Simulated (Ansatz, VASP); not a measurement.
**Sn3Se2 in VASP and in Ansatz**

```xyz
5
Lattice="4.2314 0.0000 0.0000 0.0000 4.2314 0.0000 0.0000 0.0000 8.4322" Properties=species:S:1:pos:R:3 pbc="T T T"
Sn    2.1157    0.0000    8.0541
Sn    0.0000    2.1157    8.0541
Sn    0.0000    0.0000    3.0696
Se    0.0000    0.0000    5.8372
Se    2.1157    2.1157    2.5583
```

Change from the starting cell: species swapped into the Cu3Te2 type (P4mm, No. 99).

Alike in both runs: functional PBE; k mesh 4 × 4 × 3; occupations gaussian, width 0.2 eV; no spin polarisation.

Ansatz relaxed the structure, and its values are those at the end. VASP's run is a single point on that final structure, the one shown.

|  | VASP | Ansatz |
| --- | --- | --- |
| version | VASP 6.6.1 | Ansatz 0.2.0 |
| potentials or method | VASP PAW PBE potentials, release 64 (Sn_d, Se), cutoff 500 eV | scalar-relativistic, plane waves, PAW |
| valence electrons in the cell | 54 | 74 |

|  | VASP | Ansatz | Ansatz less VASP |
| --- | --- | --- | --- |
| gap on the k mesh at the Fermi level (eV) | none | none | - |
| pressure (GPa) | 0.0 | 0.0 | +0.01 |
| rms of the force components (eV/Å) | 0.013 | 0.014 | +0.0005 |

A gap of «none» marks a metal or a gap that the smearing closes. With one functional, cell and mesh, what is left measures potentials, basis and numerics. VASP's potentials hold 54 valence electrons a cell and Ansatz's 74, so a difference there can come from the potentials and not from the codes.

The k mesh is coarse, so the values compare programs but aren't converged.
